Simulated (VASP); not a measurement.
Set up this calculation in VASP 6.6.1, as the native input.

* Task: single point
* Functional: PBE
* Potentials or basis: VASP PAW PBE potentials, release 64 (Pb_d, Se)
* Cutoff: 400 eV
* k mesh: 6 × 6 × 6
* Occupations: gaussian, width 0.02 eV
* Spin: no spin polarisation
* Further INCAR settings: ALGO = Normal; EDIFF = 1e-07

The structure of PbSe lies in POSCAR:

```
PbSe
1.0
    0.0000000000      3.0606500000      3.0606500000
    3.0606500000      0.0000000000      3.0606500000
    3.0606500000      3.0606500000      0.0000000000
Pb Se
1 1
Direct
   -0.0007790000      0.0015560000     -0.0012740000
    0.4990180000      0.4987710000      0.4988220000
```

This cell differs from its parent crystal: atoms moved at random.

The input as run:

INCAR

```
ALGO = Normal
EDIFF = 1E-7
ENCUT = 400
ISIF = 2
ISMEAR = 0
LASPH = T
LCHARG = F
LREAL = F
LWAVE = F
NELM = 100
PREC = Accurate
SIGMA = 0.02
```

KPOINTS

```
k-points
0
Gamma
  6 6 6
```

Potentials or basis: VASP PAW PBE potentials, release 64 (Pb_d, Se).

Command:

```bash
$ cat potpaw_PBE.64/Pb_d/POTCAR potpaw_PBE.64/Se/POTCAR > POTCAR
$ mpirun -np 1 vasp_std > vasp.out
```

Results of the run:

```yaml
Pressure: 2.4 GPa
Largest_force: 0.004 eV/Å
Band_gap_on_the_k_mesh: 0.29 eV
```

Caveat: the cell differs from its parent crystal (atoms moved at random); spin-orbit coupling is left out, which moves the levels of the heavy elements.

It took 69 s on 1 thread of Intel(R) Xeon(R) Platinum 8488C (Sapphire Rapids), on a shared host, peak memory 0.2 GiB.
